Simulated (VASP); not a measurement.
Crystal: Sc.

```
Sc
1.0
     1.73332    1.00073    8.37704
    -1.73332    1.00073    8.37704
     0.00000   -2.00147    8.37704
Sc
3
Direct
  0.00000 0.00000 0.00000
  0.22222 0.22222 0.22222
  0.77778 0.77778 0.77778
```

- Program: VASP 6.6.1
- Task: relaxation of cell and atoms
- Functional: PBEsol
- Potentials or basis: VASP PAW PBE potentials, release 64 (Sc_sv)
- Cutoff: 600 eV
- k mesh: 6 × 6 × 6
- Occupations: gaussian, width 0.1 eV
- Spin: no spin polarisation

At the start: pressure -8.2 GPa; volume 29.06 Å³/atom.

Task: How do energy, volume and symmetry change on relaxing?

Result: Over 6 steps the energy falls by 163.8 meV/atom and the volume is 23.66 Å³/atom (-18.6 %); space group R-3m (No. 166, to 0.1 Å) before and after.

Step by step:
```csv
step,energy change (eV),largest force (eV/Å),pressure (GPa),volume (Å³)
1,0.0000,0.0821,-8.19,87.18
2,-0.4837,0.0515,0.84,69.75
3,-0.4863,0.0555,0.08,70.72
4,-0.4861,0.0569,-0.16,71.03
5,-0.4893,0.0437,-0.18,71.01
6,-0.4915,0.0144,-0.16,70.97
```

Final structure:
```
Sc
1.0
     1.63564    0.94434    7.65737
    -1.63564    0.94434    7.65737
     0.00000   -1.88868    7.65737
Sc
3
Cartesian
  0.0000 0.0000 0.0000
  0.0000 0.0000 5.0942
  0.0000 0.0000 17.8779
```

Caveat: the volume moved by over 15 % at a fixed basis, so the end points are rough; the PAW data sets were made with another functional, which shifts forces and pressure a little.
